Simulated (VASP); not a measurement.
**TaN: electric field gradients with PBEsol**

Crystal: TaN.

```
Ta N
1.0
     3.14150    0.00000    0.00000
    -1.57075    2.72062    0.00000
     0.00000    0.00000    4.94000
Ta N
2 2
Direct
  0.33333 0.66667 0.00000
  0.66667 0.33333 0.50000
  0.33333 0.66667 0.38500
  0.66667 0.33333 0.88500
```

This cell differs from its parent crystal: equal xx and yy strain of +3 %.

```json
{
  "Program": "VASP 6.6.1",
  "Task": "electric field gradients",
  "Functional": "PBEsol",
  "Potentials or basis": "VASP PAW PBE potentials, release 64 (Ta_pv, N)",
  "Cutoff": "520 eV",
  "k mesh": "9 × 9 × 5",
  "Occupations": "fermi-dirac, width 0.01 eV",
  "Spin": "no spin polarisation",
  "Dipole correction": "no",
  "Further INCAR settings": "ALGO = Normal; EDIFF = 1e-08; NBANDS = 24"
}
```

```
Pressure               : 89.4 GPa
Largest force          : 0.764 eV/Å
Band gap on the k mesh : zero (band 16 reaches 9.42 eV, above the bottom of band 17 at 7.44 eV)
```

Forces on the atoms (eV/Å):
```
Ta   0.000  0.000  0.764
Ta   0.000  0.000  0.764
N    0.000  0.000 -0.764
N    0.000  0.000 -0.764
```

Stress tensor (GPa, compression positive):
```
91.29  0.00  0.00
 0.00 91.29  0.00
 0.00  0.00 85.66
```

Levels at points of the mesh, in eV from the Fermi level:
```
           k point  band 14  band 15  band 16  band 17  band 18  band 19
(0.00, 0.00, 0.00)    -7.24    -0.95    -0.95    -0.41     1.84     2.46
```

Electric field gradients, principal values (V/Å²):
```csv
atom,least,middle,greatest (by size)
1 Ta,-38.279,-38.279,76.558
2 Ta,-38.279,-38.279,76.558
3 N,-4.586,-4.587,9.173
4 N,-4.586,-4.587,9.173
```

Run time: 54 s on 1 thread of Intel Xeon 8259CL, on a shared host, peak memory 0.18 GiB.

Caveat: the cell differs from its parent crystal (equal xx and yy strain of +3 %); without QUAD_EFG the Cq values of the log hold for a quadrupole moment of 1 mb, not for the nuclei; the PAW data sets were made with another functional, which shifts forces and pressure a little; spin-orbit coupling is left out, which moves the levels of the heavy elements.
